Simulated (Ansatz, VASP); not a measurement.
**WC: VASP beside Ansatz**

Contents of INCAR:

```
SYSTEM = WC
ALGO = Normal ; EDIFF = 1E-6
ENCUT = 520 ; GGA = PE
ISIF = 2 ; ISMEAR = -1
LASPH = .True. ; LCHARG = .False.
LREAL = .False. ; LWAVE = .False.
NBANDS = 16 ; NELM = 80
PREC = Accurate ; SIGMA = 0.1
```

Contents of KPOINTS:

```
k-points
0
Gamma
  14 14 14
  0 0 0
```

Contents of POSCAR:

```
WC
1.0
   -0.0054817100      2.1926840000      2.1926840000
    2.1926840000     -0.0054817100      2.1926840000
    2.1872022900      2.1872022900      0.0000000000
W C
1 1
Direct
    0.0000000000      0.0000000000      0.0000000000
    0.5000000000      0.5000000000      0.5000000000
```

Input for Ansatz:

```yaml
crystal:
  lattice:
    - [-0.00548171, 2.192684, 2.192684]
    - [2.192684, -0.00548171, 2.192684]
    - [2.1872022899999997, 2.1872022899999997, 0.0]
  atoms:
    - { symbol: W, position: [0.0, 0.0, 0.0] }
    - { symbol: C, position: [0.5, 0.5, 0.5] }
basis:
  ecutwfc: 470.0
kpoints:
  mp_grid:
    grid: [14, 14, 14]
hamiltonian:
  xc: pbe
scf:
  occupations:
    method: fermi_dirac
    width: 0.1
output:
  stress: true
```

Alike in both runs: task single point; functional PBE; k mesh 14 × 14 × 14; occupations fermi-dirac, width 0.1 eV; no spin polarisation.

|  | VASP | Ansatz |
| --- | --- | --- |
| version | VASP 6.6.1 | Ansatz 0.2.0 |
| potentials or method | VASP PAW PBE potentials, release 64 (W_sv, C), cutoff 520 eV | plane waves, PAW |
| valence electrons in the cell | 18 | 18 |

```csv
,VASP,Ansatz,Ansatz less VASP
pressure (GPa),-0.3,-1.2,-0.92
"traceless stress, the component that is largest in VASP (GPa)",0.49,0.49,-0.001
```

Spin-orbit coupling is off throughout.
